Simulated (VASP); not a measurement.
Wanted: the native input for a VASP 6.6.1 run.

```
Task                   : single point
Functional             : PBE
Potentials or basis    : VASP PAW PBE potentials, release 64 (Hf_pv, H)
Cutoff                 : 520 eV
k mesh                 : 6 × 6 × 4
Occupations            : gaussian, width 0.1 eV
Spin                   : no spin polarisation
Dipole correction      : no
Further INCAR settings : ALGO = Normal; EDIFF = 1e-07; NBANDS = 19
```

The structure of HfH lies in POSCAR:

```
HfH
1.0
    5.1195646151      0.0000000000      0.0000000000
   -2.5597823076      4.4336730130      0.0000000000
    0.0000000000      0.0000000000      3.7954915341
Hf H
2 2
Direct
    0.3333333333      0.6666666667      0.0000000000
    0.6666666667      0.3333333333      0.0000000000
    0.3333333333      0.6666666667      0.5000000000
    0.6666666667      0.3333333333      0.5000000000
```

One way to write it, as run:

INCAR

```
SYSTEM = HfH
ALGO     = Normal         ! electronic algorithm
EDIFF    = 1E-7           ! SCF threshold, eV
ENCUT    = 520            ! plane-wave cutoff, eV
GGA      = PE             ! functional
ISIF     = 2              ! what is computed and relaxed
ISMEAR   = 0              ! smearing method
LASPH    = .True.         ! aspherical terms in the spheres
LCHARG   = .False.        ! write CHGCAR
LREAL    = .False.        ! projectors in reciprocal space
LWAVE    = .False.        ! write WAVECAR
NBANDS   = 19             ! bands
NELM     = 100            ! most SCF steps
PREC     = Accurate       ! precision mode
SIGMA    = 0.1            ! smearing width, eV
```

KPOINTS

```
k-points
0
Gamma
  6 6 4
  0 0 0
```

Potentials or basis: VASP PAW PBE potentials, release 64 (Hf_pv, H).

Run with:

```sh
$ cat potpaw_PBE.64/Hf_pv/POTCAR potpaw_PBE.64/H/POTCAR > POTCAR
$ mpirun -np 1 vasp_std > vasp.out
```

Results of the run:

The pressure is -0.4 GPa. The band gap on the k mesh is zero (band 11 reaches 1.68 eV, above the bottom of band 12 at 0.34 eV).

Caveat: the k points lie up to 0.41 Å⁻¹ apart; spin-orbit coupling is left out, which moves the levels of the heavy elements.

Run time: 38 s on 1 thread of AMD EPYC 7R43 64-Core Processor (Zen 3) (shared host), peak memory 0.17 GiB.
